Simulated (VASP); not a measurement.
# C in VASP: settings compared

The runs below take C through single point, with LDA, r2SCAN.

Everything below comes from runs of VASP 6.6.1. Logs are shortened: lines on timing, memory, paths and dates and some standing lists are left out, and cuts for length are marked.

### Step 1. The cell of the first run

The cell holds a slab with vacuum, 2 atoms: a = 2.504 Å, b = 2.504 Å, c = 8.691 Å, α = 90.00°, β = 90.00°, γ = 120.00°.

### Step 2. Single point, LDA

Input file INCAR:

```
SYSTEM = C
  PREC = Accurate
  ENCUT = 520
  EDIFF = 1E-7
  ISMEAR = -1
  SIGMA = 0.05
  LREAL = .FALSE.
  LASPH = .TRUE.
  NELM = 80
  ALGO = Normal
  ISIF = 2
  LWAVE = .FALSE.
  LCHARG = .FALSE.
  NBANDS = 11
```

Input file KPOINTS:

```
Automatic mesh
0
G
  12 12 3
  0 0 0
```

Input file POSCAR:

```
C
1.0
    2.5043425914      0.0000000000      0.0000000000
   -1.2521712957      2.1688243040      0.0000000000
    0.0000000000      0.0000000000      8.6909792017
C
2
Direct
    0.6666666667      0.3333333333      0.0000000000
    0.3333333333      0.6666666667      0.0000000000
```

Potentials or basis: VASP PAW LDA potentials, release 64 (C).

Started as:

```
cat potpaw_LDA.64/C/POTCAR > POTCAR
mpirun -np 1 vasp_std > vasp.out
```

OUTCAR:

```text
SYSTEM = C
   PREC = Accurate
   ENCUT = 520
   EDIFF = 1E-7
   ISMEAR = -1
   LREAL = .FALSE.
   LASPH = .TRUE.
   NELM = 80
   ISIF = 2

 ion  position               nearest neighbor table
   1  0.667  0.333  0.000-   2 1.45   2 1.45   2 1.45
   2  0.333  0.667  0.000-   1 1.45   1 1.45   1 1.45

  LATTYP: Found a hexagonal cell.
 ALAT       =     2.5043425914
 C/A-ratio  =     3.4703635323

  Lattice vectors:

 A1 = (   2.5043425914,   0.0000000000,   0.0000000000)
 A2 = (  -1.2521712957,   2.1688243040,   0.0000000000)
 A3 = (   0.0000000000,   0.0000000000,   8.6909792017)

Analysis of symmetry for initial positions (statically):
=====================================================================
 Subroutine PRICEL returns:
 Original cell was already a primitive cell.

 Routine SETGRP: Setting up the symmetry group for a
 hexagonal supercell.

 Subroutine GETGRP returns: Found 24 space group operations
 (whereof 24 operations were pure point group operations)
 out of a pool of 24 trial point group operations.

The static configuration has the point symmetry D_6h.

Analysis of symmetry for dynamics (positions and initial velocities):
=====================================================================
 Subroutine PRICEL returns:
 Original cell was already a primitive cell.

 Routine SETGRP: Setting up the symmetry group for a
 hexagonal supercell.

 Subroutine GETGRP returns: Found 24 space group operations
 (whereof 24 operations were pure point group operations)
 out of a pool of 24 trial point group operations.

The dynamic configuration has the point symmetry D_6h.

 Subroutine INISYM returns: Found 24 space group operations
 (whereof 24 operations are pure point group operations),
 and found     1 'primitive' translations

----------------------------------------------------------------------------------------

                                     Primitive cell

  volume of cell :      47.2049

  direct lattice vectors                    reciprocal lattice vectors
     2.504342591  0.000000000  0.000000000     0.399306390  0.230539652  0.000000000
    -1.252171296  2.168824304  0.000000000     0.000000000  0.461079304  0.000000000
     0.000000000  0.000000000  8.690979202     0.000000000  0.000000000  0.115061833

  length of vectors
     2.504342591  2.504342591  8.690979202     0.461079304  0.461079304  0.115061833

  position of ions in fractional coordinates (direct lattice)
     0.666666667  0.333333333  0.000000000
     0.333333333  0.666666667  0.000000000

  ion indices of the primitive-cell ions
   primitive index   ion index
                 1           1
                 2           2

----------------------------------------------------------------------------------------

 KPOINTS: Automatic mesh

Automatic generation of k-mesh.
 Grid dimensions read from file:
 generate k-points for:   12   12    3

 Generating k-lattice:

  Cartesian coordinates                     Fractional coordinates (reciprocal lattice)
     0.033275533  0.019211638  0.000000000     0.083333333  0.000000000  0.000000000
     0.000000000  0.038423275  0.000000000     0.000000000  0.083333333  0.000000000
     0.000000000  0.000000000  0.038353944     0.000000000  0.000000000  0.333333333

  Length of vectors
     0.038423275  0.038423275  0.038353944

  Shift w.r.t. Gamma in fractional coordinates (k-lattice)
     0.000000000  0.000000000  0.000000000

 Subroutine IBZKPT returns following result:
 ===========================================

 Found     38 irreducible k-points:

 Following reciprocal coordinates:
            Coordinates               Weight
  0.000000  0.000000  0.000000      1.000000
  0.083333 -0.000000  0.000000      6.000000
  0.166667 -0.000000  0.000000      6.000000
  0.250000  0.000000  0.000000      6.000000
  0.333333 -0.000000  0.000000      6.000000
  0.416667  0.000000  0.000000      6.000000
[... 16 lines left out ...]
  0.250000  0.000000  0.333333     12.000000
  0.333333 -0.000000  0.333333     12.000000
 [... further k-points ...]
   k-points           NKPTS =     38   k-points in BZ     NKDIM =     38   number of bands    NBANDS=     11
   number of dos      NEDOS =    301   number of ions     NIONS =      2
   total plane-waves  NPLWV =  28000
   dimension x,y,z NGX =    20 NGY =   20 NGZ =   70
   dimension x,y,z NGXF=    40 NGYF=   40 NGZF=  140
   ions per type =               2
   NGX,Y,Z   is equivalent  to a cutoff of  13.28, 13.28, 13.39 a.u.
   NGXF,Y,Z  is equivalent  to a cutoff of  26.55, 26.55, 26.78 a.u.
 SYSTEM =  C
   PREC   = accura    normal or accurate (medium, high low for compatibility)
   ISTART =      0    job   : 0-new  1-cont  2-samecut
   ICHARG =      2    charge: 1-file 2-atom 10-const
   ISPIN  =      1    spin polarized calculation?
   LNONCOLLINEAR =      F non collinear calculations
   LSORBIT =      F    spin-orbit coupling
   LASPH  =      T    aspherical Exc in radial PAW
   ENCUT  =  520.0 eV  38.22 Ry    6.18 a.u.   4.66  4.66 16.16*2*pi/ulx,y,z
   NELM   =     80;   NELMIN=  2; NELMDL= -5     # of ELM steps
   EDIFF  = 0.1E-06   stopping-criterion for ELM
   LREAL  =      F    real-space projection
   EDIFFG = 0.1E-05   stopping-criterion for IOM
   NSW    =      0    number of steps for IOM
   IBRION =     -1    ionic relax: 0-MD 1-quasi-New 2-CG
   NFREE  =      0    steps in history (QN), initial steepest desc. (CG)
   ISIF   =      2    stress and relaxation
   ISYM   =      2    0-nonsym 1-usesym 2-fastsym
   POTIM  = 0.5000    time-step for ionic-motion
   TEBEG  =    0.0;   TEEND  =   0.0 temperature during run
   PSTRESS=    0.0 pullay stress
   NELECT =       8.0000    total number of electrons
   NUPDOWN=      -1.0000    fix difference up-down
   EMIN   =  10.00;   EMAX   =-10.00  energy-range for DOS
   EFERMI =   0.00;   METHOD = LEGACY
   ISMEAR =    -1;   SIGMA  =   0.05  broadening in eV -4-tet -1-fermi 0-gaus
   EFERMI_NEDOS =   21; number of points for ismear=-14 and -15
   IALGO  =     38    algorithm
   IMIX   =      4    mixing-type and parameters
     AMIX     =   0.40;   BMIX     =  1.00
     AMIX_MAG =   1.60;   BMIX_MAG =  1.00
  volume/ion in A,a.u.               =      23.60       159.28
  Fermi-wavevector in a.u.,A,eV,Ry     =   0.905960  1.712017 11.167176  0.820764
  Thomas-Fermi vector in A             =   2.029591
   LORBIT       =      0    0 simple, 1 ext, 2 COOP (PROOUT), +10 PAW based schemes
   GGA     = CA    functional components
   LHFCALC =     F    Hartree Fock is set to
   AEXX    =    0.0000 exact exchange contribution
   IVDW    =     0    specifies the selected vdW correction
   LEPSILON=     F    determine dielectric tensor
   LRPA    =     F    only Hartree local field effects (RPA)
 non-spin polarized calculation
  energy-cutoff  :      520.00
  volume of cell :       47.20
 maximum number of plane-waves:      1305
 NGX is ok and might be reduce to    20
   NGX =  9   NGY =  9   NGZ = 33

 number of electron       8.0000001 magnetization

 Free energy of the ion-electron system (eV)
  ---------------------------------------------------
  ext. energy  EPLUGINS =         0.00000000
  ---------------------------------------------------
  free energy    TOTEN  =       -20.09966140 eV

  energy without entropy =      -20.09773599  energy(sigma->0) =      -20.09869869

 E-fermi :  -1.1968     XC(G=0):  -4.9757

 val. band max:       -1.1968342189   @ k =   0.3333   0.3333   0.3333
 cond. band min:      -1.1967684469   @ k =   0.3333   0.3333   0.0000
 fundamental gap:      0.0000657720
 Fermi energy:        -1.1968122956

 k-point     1 :       0.0000    0.0000    0.0000
  band No.  band energies     occupation
      1     -20.1308      2.00000
      2      -8.5293      2.00000
      3      -4.2486      2.00000
      4      -4.2486      2.00000
      5       2.1249      0.00000
      6       4.3650      0.00000
      7       5.9282      0.00000
      8       6.7581      0.00000
      9       6.7581      0.00000
     10       9.5816      0.00000
     11      10.5587      0.00000

 k-point     2 :       0.0833   -0.0000    0.0000
  band No.  band energies     occupation
      1     -19.9720      2.00000
      2      -8.3402      2.00000
      3      -4.8720      2.00000
      4      -4.5702      2.00000
      5       2.3404      0.00000
      6       4.5748      0.00000
      7       6.1306      0.00000
      8       6.8274      0.00000
      9       7.4181      0.00000
     10       9.0663      0.00000
     11      10.8526      0.00000

 k-point     3 :       0.1667   -0.0000    0.0000
  band No.  band energies     occupation
      1     -19.4978      2.00000
      2      -7.7783      2.00000
      3      -6.4434      2.00000
      4      -5.3252      2.00000
      5       2.9867      0.00000
      6       5.1984      0.00000
      7       6.6202      0.00000
      8       6.9074      0.00000
      9       7.6721      0.00000
     10       9.1659      0.00000
     11      11.7964      0.00000

 k-point     4 :       0.2500    0.0000    0.0000
  band No.  band energies     occupation
      1     -18.7137      2.00000
      2      -8.4606      2.00000
      3      -6.8623      2.00000
      4      -6.1654      2.00000
      5       4.0614      0.00000
      6       5.6307      0.00000
      7       6.3178      0.00000
      8       6.4405      0.00000
      9       7.8588      0.00000
     10      11.5773      0.00000
     11      13.1394      0.00000
[... 239 lines left out ...]
 k-point    22 :       0.1667   -0.0000    0.3333
  band No.  band energies     occupation
      1     -19.4978      2.00000
      2      -7.7785      2.00000
      3      -6.4434      2.00000
      4      -5.3252      2.00000
      5       3.2916      0.00000
      6       4.2763      0.00000
      7       6.7406      0.00000
      8       7.6567      0.00000
      9       8.0894      0.00000
     10       9.1662      0.00000
     11      11.2734      0.00000

 k-point    23 :       0.2500    0.0000    0.3333
  band No.  band energies     occupation
      1     -18.7137      2.00000
      2      -8.4606      2.00000
      3      -6.8625      2.00000
      4      -6.1654      2.00000
      5       4.3574      0.00000
      6       5.2826      0.00000
      7       5.7599      0.00000
      8       6.4590      0.00000
      9       9.0917      0.00000
     10      11.5774      0.00000
     11      12.2477      0.00000

 k-point    24 :       0.3333   -0.0000    0.3333
  band No.  band energies     occupation
      1     -17.6320      2.00000
      2     -10.5820      2.00000
      3      -6.8671      2.00000
      4      -5.6414      2.00000
      5       3.4910      0.00000
      6       5.8162      0.00000
      7       6.1558      0.00000
      8       6.8528      0.00000
      9      10.4631      0.00000
     10      13.5069      0.00000
     11      13.9795      0.00000

 [... further k-points ...]
[... 5 lines left out ...]
  --------------------------------------------------------------------------------------
  -------------------------------------------------------------------------------------
  Total       -3.0618877     -3.0618877     -0.0123064     -0.0000000      0.0000000      0.0000000
  in kB     -103.9233212   -103.9233212     -0.4176892     -0.0000000      0.0000000      0.0000000
  external PRESSURE =     -69.4214439 kB  Pullay stress =       0.0000000 kB

 VOLUME and BASIS-vectors are now :
 -----------------------------------------------------------------------------
  energy-cutoff  :      520.00
  volume of cell :       47.20
      direct lattice vectors                 reciprocal lattice vectors
     2.504342591  0.000000000  0.000000000     0.399306390  0.230539652  0.000000000
    -1.252171296  2.168824304  0.000000000     0.000000000  0.461079304  0.000000000
     0.000000000  0.000000000  8.690979202     0.000000000  0.000000000  0.115061833

 POSITION                                       TOTAL-FORCE (eV/Angst)
 -----------------------------------------------------------------------------------
      1.25217      0.72294      0.00000        -0.000000      0.000000     -0.000000
     -0.00000      1.44588      0.00000         0.000000      0.000000      0.000000
 -----------------------------------------------------------------------------------
    total drift:                                0.000000     -0.000000     -0.000000

  FREE ENERGIE OF THE ION-ELECTRON SYSTEM (eV)
  ---------------------------------------------------
  free  energy   TOTEN  =       -20.0996613975 eV

  energy  without entropy=      -20.0977359888  energy(sigma->0) =      -20.09869869
```

Wall time 17 s (1 thread of Intel Xeon Platinum 8559C (Emerald Rapids), shared host); peak memory 0.14 GiB.

What came out:

```
Free energy            : -20.0997 eV
Band gap on the k mesh : zero (filled and empty bands touch)
```

[end of part 1 of 2]
